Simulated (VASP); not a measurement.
# Hf (R-3m) in VASP: further runs

The runs below take Hf through single point, with PBEsol.

Everything below comes from runs of VASP 6.6.1. Logs are shortened: lines on timing, memory, paths and dates and some standing lists are left out, and cuts for length are marked.

## Step 1: The cell of the first run

Symmetry: R-3m, No. 166, trigonal system. The conventional cell has a = 6.432 Å, b = 6.432 Å, c = 1.969 Å, α = 90.00°, β = 90.00°, γ = 120.00°. Hf (site symmetry -3m) has 2 Hf at 1.97 Å within 2.6 Å.

## Step 2: Single point, PBEsol

File INCAR:

```
PREC = Accurate
ENCUT = 520
EDIFF = 1E-6
ISMEAR = 0
SIGMA = 0.15
LREAL = False
LASPH = True
NELM = 60
ALGO = Fast
ISIF = 2
LWAVE = False
LCHARG = False
GGA = PS
NBANDS = 11
```

File KPOINTS:

```
regular mesh
0
Gamma
  20 20 20
```

File POSCAR:

```
Hf
1.0
   -2.6531837442      1.8951312459      1.8951312459
    1.8951312459     -2.6531837442      1.8951312459
    1.8951312459      1.8951312459     -2.6531837442
Hf
1
Direct
    0.0000000000      0.0000000000      0.0000000000
```

Potentials or basis: VASP PAW PBE potentials, release 64 (Hf_pv).

On the command line:

```bash
$ cat potpaw_PBE.64/Hf_pv/POTCAR > POTCAR
$ mpirun -np 1 vasp_std > vasp.out
```

OUTCAR:

```text
PREC = Accurate
   ENCUT = 520
   EDIFF = 1E-6
   ISMEAR = 0
   LREAL = False
   LASPH = True
   NELM = 60
   ISIF = 2
   GGA = PS

 ion  position               nearest neighbor table
   1  0.000  0.000  0.000-

  LATTYP: Found a trigonal (rhomboedric) cell.
 ALAT       =     3.7712635626
 COS(alpha) =    -0.4545454545

  Lattice vectors:

 A1 = (  -2.6531837442,   1.8951312459,   1.8951312459)
 A2 = (   1.8951312459,  -2.6531837442,   1.8951312459)
 A3 = (   1.8951312459,   1.8951312459,  -2.6531837442)

Analysis of symmetry for initial positions (statically):
=====================================================================
 Subroutine PRICEL returns:
 Original cell was already a primitive cell.

 Routine SETGRP: Setting up the symmetry group for a
 trigonal (rhombohedral) supercell.

 Subroutine GETGRP returns: Found 12 space group operations
 (whereof 12 operations were pure point group operations)
 out of a pool of 12 trial point group operations.

The static configuration has the point symmetry D_3d.

Analysis of symmetry for dynamics (positions and initial velocities):
=====================================================================
 Subroutine PRICEL returns:
 Original cell was already a primitive cell.

 Routine SETGRP: Setting up the symmetry group for a
 trigonal (rhombohedral) supercell.

 Subroutine GETGRP returns: Found 12 space group operations
 (whereof 12 operations were pure point group operations)
 out of a pool of 12 trial point group operations.

The dynamic configuration has the point symmetry D_3d.

 Subroutine INISYM returns: Found 12 space group operations
 (whereof 12 operations are pure point group operations),
 and found     1 'primitive' translations

----------------------------------------------------------------------------------------

                                     Primitive cell

  volume of cell :      23.5229

  direct lattice vectors                    reciprocal lattice vectors
    -2.653183744  1.895131246  1.895131246     0.146574428  0.366436069  0.366436069
     1.895131246 -2.653183744  1.895131246     0.366436069  0.146574428  0.366436069
     1.895131246  1.895131246 -2.653183744     0.366436069  0.366436069  0.146574428

  length of vectors
     3.771263563  3.771263563  3.771263563     0.538548836  0.538548836  0.538548836

  position of ions in fractional coordinates (direct lattice)
     0.000000000  0.000000000  0.000000000

  ion indices of the primitive-cell ions
   primitive index   ion index
                 1           1

----------------------------------------------------------------------------------------

 KPOINTS: regular mesh

Automatic generation of k-mesh.
 Grid dimensions read from file:
 generate k-points for:   20   20   20

 Generating k-lattice:

  Cartesian coordinates                     Fractional coordinates (reciprocal lattice)
     0.007328721  0.018321803  0.018321803     0.050000000  0.000000000  0.000000000
     0.018321803  0.007328721  0.018321803     0.000000000  0.050000000  0.000000000
     0.018321803  0.018321803  0.007328721     0.000000000  0.000000000  0.050000000

  Length of vectors
     0.026927442  0.026927442  0.026927442

  Shift w.r.t. Gamma in fractional coordinates (k-lattice)
     0.000000000  0.000000000  0.000000000

 Subroutine IBZKPT returns following result:
 ===========================================

 Found    781 irreducible k-points:

 Following reciprocal coordinates:
            Coordinates               Weight
  0.000000  0.000000  0.000000      1.000000
  0.050000  0.000000  0.000000      6.000000
  0.100000 -0.000000 -0.000000      6.000000
  0.150000  0.000000  0.000000      6.000000
  0.200000 -0.000000 -0.000000      6.000000
  0.250000  0.000000  0.000000      6.000000
[... 16 lines left out ...]
 -0.400000  0.050000 -0.000000     12.000000
 -0.350000  0.050000  0.000000     12.000000
 [... further k-points ...]
   k-points           NKPTS =    781   k-points in BZ     NKDIM =    781   number of bands    NBANDS=     11
   number of dos      NEDOS =    301   number of ions     NIONS =      1
   total plane-waves  NPLWV =  21952
   dimension x,y,z NGX =    28 NGY =   28 NGZ =   28
   dimension x,y,z NGXF=    56 NGYF=   56 NGZF=   56
   ions per type =               1
   NGX,Y,Z   is equivalent  to a cutoff of  12.34, 12.34, 12.34 a.u.
   NGXF,Y,Z  is equivalent  to a cutoff of  24.69, 24.69, 24.69 a.u.
 SYSTEM =  unknown system
   PREC   = accura    normal or accurate (medium, high low for compatibility)
   ISTART =      0    job   : 0-new  1-cont  2-samecut
   ICHARG =      2    charge: 1-file 2-atom 10-const
   ISPIN  =      1    spin polarized calculation?
   LNONCOLLINEAR =      F non collinear calculations
   LSORBIT =      F    spin-orbit coupling
   LASPH  =      T    aspherical Exc in radial PAW
   ENCUT  =  520.0 eV  38.22 Ry    6.18 a.u.   7.01  7.01  7.01*2*pi/ulx,y,z
   NELM   =     60;   NELMIN=  2; NELMDL= -5     # of ELM steps
   EDIFF  = 0.1E-05   stopping-criterion for ELM
   LREAL  =      F    real-space projection
   EDIFFG = 0.1E-04   stopping-criterion for IOM
   NSW    =      0    number of steps for IOM
   IBRION =     -1    ionic relax: 0-MD 1-quasi-New 2-CG
   NFREE  =      0    steps in history (QN), initial steepest desc. (CG)
   ISIF   =      2    stress and relaxation
   ISYM   =      2    0-nonsym 1-usesym 2-fastsym
   POTIM  = 0.5000    time-step for ionic-motion
   TEBEG  =    0.0;   TEEND  =   0.0 temperature during run
   PSTRESS=    0.0 pullay stress
   NELECT =      10.0000    total number of electrons
   NUPDOWN=      -1.0000    fix difference up-down
   EMIN   =  10.00;   EMAX   =-10.00  energy-range for DOS
   EFERMI =   0.00;   METHOD = LEGACY
   ISMEAR =     0;   SIGMA  =   0.15  broadening in eV -4-tet -1-fermi 0-gaus
   EFERMI_NEDOS =   21; number of points for ismear=-14 and -15
   IALGO  =     68    algorithm
   IMIX   =      4    mixing-type and parameters
     AMIX     =   0.40;   BMIX     =  1.00
     AMIX_MAG =   1.60;   BMIX_MAG =  1.00
  volume/ion in A,a.u.               =      23.52       158.74
  Fermi-wavevector in a.u.,A,eV,Ry     =   1.230961  2.326179 20.616432  1.515265
  Thomas-Fermi vector in A             =   2.365789
   LORBIT       =      0    0 simple, 1 ext, 2 COOP (PROOUT), +10 PAW based schemes
   GGA     = PS    functional components
   LHFCALC =     F    Hartree Fock is set to
   AEXX    =    0.0000 exact exchange contribution
   IVDW    =     0    specifies the selected vdW correction
   LEPSILON=     F    determine dielectric tensor
   LRPA    =     F    only Hartree local field effects (RPA)
 non-spin polarized calculation
 RMM-DIIS sequential band-by-band and
 Gauss-broadening in eV      SIGMA  =   0.15
  energy-cutoff  :      520.00
  volume of cell :       23.52
 maximum number of plane-waves:       645
   NGX = 13   NGY = 13   NGZ = 13

 number of electron      10.0000001 magnetization

 Free energy of the ion-electron system (eV)
  ---------------------------------------------------
  ext. energy  EPLUGINS =         0.00000000
  ---------------------------------------------------
  free energy    TOTEN  =        -5.38742845 eV

  energy without entropy =       -5.37726323  energy(sigma->0) =       -5.38234584

 E-fermi :   3.2306     XC(G=0): -10.7059

 val. band max:        3.2298102463   @ k =   0.1000  -0.0000  -0.0000
 cond. band min:       3.2313485652   @ k =  -0.4000   0.5000   0.1000
 fundamental gap:      0.0015383189
 Fermi energy:         3.2306016907

 k-point     1 :       0.0000    0.0000    0.0000
  band No.  band energies     occupation
      1     -27.9451      2.00000
      2     -27.9451      2.00000
      3     -20.8864      2.00000
      4      -2.4821      2.00000
      5       1.0601      2.00000
      6       2.9479      1.99231
      7       2.9479      1.99231
      8      11.6356      0.00000
      9      16.6534      0.00000
     10      16.6547      0.00000
     11      17.7087      0.00000

 k-point     2 :       0.0500    0.0000    0.0000
  band No.  band energies     occupation
      1     -27.8983      2.00000
      2     -27.8973      2.00000
      3     -21.4213      2.00000
      4      -2.3670      2.00000
      5       1.7925      2.00000
      6       3.0183      1.95464
      7       3.0506      1.91029
      8      11.7750      0.00000
      9      15.0308      0.00000
     10      15.0839      0.00000
     11      17.7156      0.00000

 k-point     3 :       0.1000   -0.0000   -0.0000
  band No.  band energies     occupation
      1     -27.7603      2.00000
      2     -27.7567      2.00000
      3     -22.8288      2.00000
      4      -2.0245      2.00000
      5       3.2298      1.00595
      6       3.3568      0.23414
      7       3.7851      0.00000
      8      12.1886      0.00000
      9      12.6774      0.00000
     10      12.7827      0.00000
     11      17.6159      0.00000

 k-point     4 :       0.1500    0.0000    0.0000
  band No.  band energies     occupation
      1     -27.5386      2.00000
      2     -27.5309      2.00000
      3     -24.7188      2.00000
      4      -1.4602      2.00000
      5       3.5810      0.00096
      6       3.8592      0.00000
      7       6.6124      0.00000
      8      10.2169      0.00000
      9      10.3471      0.00000
     10      12.8666      0.00000
     11      17.4651      0.00000
[... 239 lines left out ...]
 k-point    22 :      -0.4500    0.0500    0.0000
  band No.  band energies     occupation
      1     -33.0446      2.00000
      2     -25.9004      2.00000
      3     -25.8671      2.00000
      4       0.1826      2.00000
      5       0.8055      2.00000
      6       5.5999      0.00000
      7       7.2724      0.00000
      8       8.8825      0.00000
      9      12.8255      0.00000
     10      16.0218      0.00000
     11      16.4994      0.00000

 k-point    23 :      -0.4000    0.0500   -0.0000
  band No.  band energies     occupation
      1     -31.9601      2.00000
      2     -26.1989      2.00000
      3     -26.1660      2.00000
      4       1.0934      2.00000
      5       2.0016      2.00000
      6       4.2314      0.00000
      7       6.3777      0.00000
      8       7.8621      0.00000
      9      14.3766      0.00000
     10      16.4568      0.00000
     11      16.5989      0.00000

 k-point    24 :      -0.3500    0.0500    0.0000
  band No.  band energies     occupation
      1     -30.5022      2.00000
      2     -26.5518      2.00000
      3     -26.5210      2.00000
      4       1.3509      2.00000
      5       3.5237      0.00572
      6       4.0579      0.00000
      7       5.6032      0.00000
      8       6.8049      0.00000
      9      14.6013      0.00000
     10      16.1651      0.00000
     11      16.7385      0.00000

 [... further k-points ...]
[... 5 lines left out ...]
  --------------------------------------------------------------------------------------
  -------------------------------------------------------------------------------------
  Total        7.9278419      7.9278419      7.9278419     11.7140100     11.7140100     11.7140100
  in kB      539.9753762    539.9753762    539.9753762    797.8560856    797.8560856    797.8560856
  external PRESSURE =     539.9753762 kB  Pullay stress =       0.0000000 kB

 VOLUME and BASIS-vectors are now :
 -----------------------------------------------------------------------------
  energy-cutoff  :      520.00
  volume of cell :       23.52
      direct lattice vectors                 reciprocal lattice vectors
    -2.653183744  1.895131246  1.895131246     0.146574428  0.366436069  0.366436069
     1.895131246 -2.653183744  1.895131246     0.366436069  0.146574428  0.366436069
     1.895131246  1.895131246 -2.653183744     0.366436069  0.366436069  0.146574428

 POSITION                                       TOTAL-FORCE (eV/Angst)
 -----------------------------------------------------------------------------------
      0.00000      0.00000      0.00000         0.000000      0.000000     -0.000000
 -----------------------------------------------------------------------------------
    total drift:                                0.000000     -0.000000      0.000000

  FREE ENERGIE OF THE ION-ELECTRON SYSTEM (eV)
  ---------------------------------------------------
  free  energy   TOTEN  =        -5.3874284524 eV

  energy  without entropy=       -5.3772632334  energy(sigma->0) =       -5.38234584
```

It took 100 s on 1 thread of Intel Xeon 6975P-C (Granite Rapids), shared host; peak memory 0.32 GiB.

What came out:

| Item | Value |
| --- | --- |
| Free energy | -5.3874 eV |
| Pressure | 54.0 GPa |
| Band gap on the k mesh | zero (band 5 reaches 5.04 eV, above the bottom of band 6 at 1.63 eV) |

Stress tensor (GPa, compression positive):
```
54.00 79.79 79.79
79.79 54.00 79.79
79.79 79.79 54.00
```

Levels at points of the mesh, in eV from the Fermi level:
```
           k point  band 3  band 4  band 5  band 6  band 7  band 8
(0.00, 0.00, 0.00)  -24.12   -5.71   -2.17   -0.28   -0.28    8.40
(0.50, 0.00, 0.00)  -28.82   -3.93   -3.42    4.85    5.14    6.41
(0.50, 0.50, 0.00)  -24.12   -3.17   -2.19   -0.24    2.46    2.91
(0.50, 0.50, 0.50)  -28.87   -4.02   -4.02    5.90    5.90    8.53
```

Caveat: the PAW data sets were made with another functional, which shifts forces and pressure a little; spin-orbit coupling is left out, which moves the levels of the heavy elements.

## Step 3: Single point, PBEsol

This run uses another cell than the first one, of the same volume but with other edges.

File INCAR:

```
ALGO = Fast
EDIFF = 1E-7
ENCUT = 520
GGA = PS
ISIF = 2
ISMEAR = 0
LASPH = T
LCHARG = F
LREAL = F
LWAVE = F
NBANDS = 11
NELM = 100
PREC = Accurate
SIGMA = 0.15
```

File KPOINTS:

```
k-points
0
Gamma
  20 20 20
```

File POSCAR:

```
Hf
1.0
   -2.2188727668      1.8277037076      1.8277037076
    1.8277037076     -2.2188727668      1.8277037076
    1.8277037076      1.8277037076     -2.2188727668
Hf
1
Direct
    0.0000000000      0.0000000000      0.0000000000
```

Potentials or basis: VASP PAW PBE potentials, release 64 (Hf_pv).

On the command line:

```bash
$ cat potpaw_PBE.64/Hf_pv/POTCAR > POTCAR
$ mpirun -np 1 vasp_std > vasp.out
```

OUTCAR:

```text
EDIFF = 1E-7
   ENCUT = 520
   GGA = PS
   ISIF = 2
   ISMEAR = 0
   LASPH = T
   LREAL = F
   NELM = 100
   PREC = Accurate

 ion  position               nearest neighbor table
   1  0.000  0.000  0.000-

  LATTYP: Found a trigonal (rhomboedric) cell.
 ALAT       =     3.4065228666
 COS(alpha) =    -0.4110840653

  Lattice vectors:

 A1 = (  -2.2188727668,   1.8277037076,   1.8277037076)
 A2 = (   1.8277037076,  -2.2188727668,   1.8277037076)
 A3 = (   1.8277037076,   1.8277037076,  -2.2188727668)

Analysis of symmetry for initial positions (statically):
=====================================================================
 Subroutine PRICEL returns:
 Original cell was already a primitive cell.

 Routine SETGRP: Setting up the symmetry group for a
 trigonal (rhombohedral) supercell.

 Subroutine GETGRP returns: Found 12 space group operations
 (whereof 12 operations were pure point group operations)
 out of a pool of 12 trial point group operations.

The static configuration has the point symmetry D_3d.

Analysis of symmetry for dynamics (positions and initial velocities):
=====================================================================
 Subroutine PRICEL returns:
[... 161 lines left out ...]
 fundamental gap:      0.0030625090
 Fermi energy:         3.6506782918

 k-point     1 :       0.0000    0.0000    0.0000
  band No.  band energies     occupation
      1     -26.3179      2.00000
      2     -26.3179      2.00000
      3     -24.9413      2.00000
      4      -2.6303      2.00000
      5       2.5223      2.00000
      6       5.0600      0.00000
      7       5.0600      0.00000
      8      10.9369      0.00000
      9      10.9369      0.00000
     10      14.0938      0.00000
     11      18.2405      0.00000
[... 309 lines left out ...]
 k-point    24 :      -0.3500    0.0500   -0.0000
  band No.  band energies     occupation
      1     -27.1109      2.00000
      2     -26.2097      2.00000
      3     -26.1012      2.00000
      4       0.7229      2.00000
      5       4.3574      0.00000
      6       5.1751      0.00000
      7       6.9436      0.00000
      8       7.3847      0.00000
      9       8.6976      0.00000
     10      15.9514      0.00000
     11      16.7930      0.00000

 [... further k-points ...]
[... 5 lines left out ...]
  --------------------------------------------------------------------------------------
  -------------------------------------------------------------------------------------
  Total       -0.3450908     -0.3450908     -0.3450908      2.4119268      2.4119268      2.4119268
  in kB      -23.5045724    -23.5045724    -23.5045724    164.2793961    164.2793961    164.2793961
  external PRESSURE =     -23.5045724 kB  Pullay stress =       0.0000000 kB

 VOLUME and BASIS-vectors are now :
 -----------------------------------------------------------------------------
  energy-cutoff  :      520.00
  volume of cell :       23.52
      direct lattice vectors                 reciprocal lattice vectors
    -2.218872767  1.827703708  1.827703708     0.067291566  0.314414043  0.314414043
     1.827703708 -2.218872767  1.827703708     0.314414043  0.067291566  0.314414043
     1.827703708  1.827703708 -2.218872767     0.314414043  0.314414043  0.067291566

 POSITION                                       TOTAL-FORCE (eV/Angst)
 -----------------------------------------------------------------------------------
      0.00000      0.00000      0.00000         0.000000     -0.000000      0.000000
 -----------------------------------------------------------------------------------
    total drift:                               -0.000000     -0.000000      0.000000

  FREE ENERGIE OF THE ION-ELECTRON SYSTEM (eV)
  ---------------------------------------------------
  free  energy   TOTEN  =        -9.7365742372 eV

  energy  without entropy=       -9.7225827541  energy(sigma->0) =       -9.72957850
```

It took 2 min on 1 thread of Intel Xeon 6975P-C (Granite Rapids), shared host; peak memory 0.32 GiB.

What came out:

```
Free energy            : -9.7366 eV
Pressure               : -2.4 GPa
Band gap on the k mesh : zero (band 5 reaches 5.53 eV, above the bottom of band 6 at 2.77 eV)
```

Stress tensor (GPa, compression positive):
```
-2.35 16.43 16.43
16.43 -2.35 16.43
16.43 16.43 -2.35
```

Caveat: the PAW data sets were made with another functional, which shifts forces and pressure a little; spin-orbit coupling is left out, which moves the levels of the heavy elements.
